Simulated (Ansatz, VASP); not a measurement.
**Two plane-wave programs on MgTe**

```xyz
4
Lattice="4.5606 0.0000 0.0000 -2.2803 3.9496 0.0000 0.0000 0.0000 7.4125" Properties=species:S:1:pos:R:3 pbc="T T T"
Mg    0.0000    2.6331   -0.0251
Mg    2.2803    1.3165    3.6811
Te    0.0000    2.6331    2.7677
Te    2.2803    1.3165    6.4740
```

Alike in both runs: functional PBEsol; k mesh 9 × 9 × 4; occupations gaussian, width 0.02 eV; no spin polarisation.

Ansatz relaxed the structure, and its values are those at the end. VASP's run is a single point on that final structure, the one shown.

```csv
,VASP,Ansatz
version,VASP 6.6.1,Ansatz 0.2.0
potentials or method,"VASP PAW PBE potentials, release 64 (Mg, Te), cutoff 600 eV","scalar-relativistic, plane waves, PAW"
valence electrons in the cell,16,52
```

```csv
,VASP,Ansatz,Ansatz less VASP
gap on the k mesh at the Fermi level (eV),2.39,2.39,-0.002
least direct gap on the mesh (eV),2.39,2.39,-0.002
pressure (GPa),0.0,0.0,-0.03
```

VASP's potentials were made for PBE, not for PBEsol. With one functional, cell and mesh, what is left measures potentials, basis and numerics. VASP's potentials hold 16 valence electrons a cell and Ansatz's 52, so a difference there can come from the potentials and not from the codes.

Neither program's run includes spin-orbit coupling.
